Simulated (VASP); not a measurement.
A run of VASP 6.6.1:

INCAR

```
PREC = Accurate ; ENCUT = 600
EDIFF = 1E-8 ; ISMEAR = 0
SIGMA = 0.01 ; LREAL = False
LASPH = True ; NELM = 100
ALGO = Normal ; ISIF = 3
LWAVE = False ; LCHARG = False
GGA = PS ; IBRION = 6
NFREE = 2 ; POTIM = 0.015
NSW = 1
```

File KPOINTS:

```
Automatic mesh
0
Gamma
  8 8 8
```

Contents of POSCAR:

```
BeS
1.0
    0.0000000000      2.4250000000      2.4250000000
    2.4250000000      0.0000000000      2.4250000000
    2.4250000000      2.4250000000      0.0000000000
S Be
1 1
Direct
    0.7500000000      0.7500000000      0.7500000000
    0.0000000000      0.0000000000      0.0000000000
```

Potentials or basis: VASP PAW PBE potentials, release 64 (S, Be).

The run is started by

```console
$ cat potpaw_PBE.64/S/POTCAR potpaw_PBE.64/Be/POTCAR > POTCAR
$ mpirun -np 1 vasp_std > vasp.out
```

Hardware: 1 thread of Intel Xeon 6975P-C (shared host).

Question: Estimate the wall time of this run.

Answer: It took 4.6 min on 1 thread of Intel Xeon 6975P-C (shared host), peak memory 0.23 GiB. Counts: scf iterations 163, k points 29.
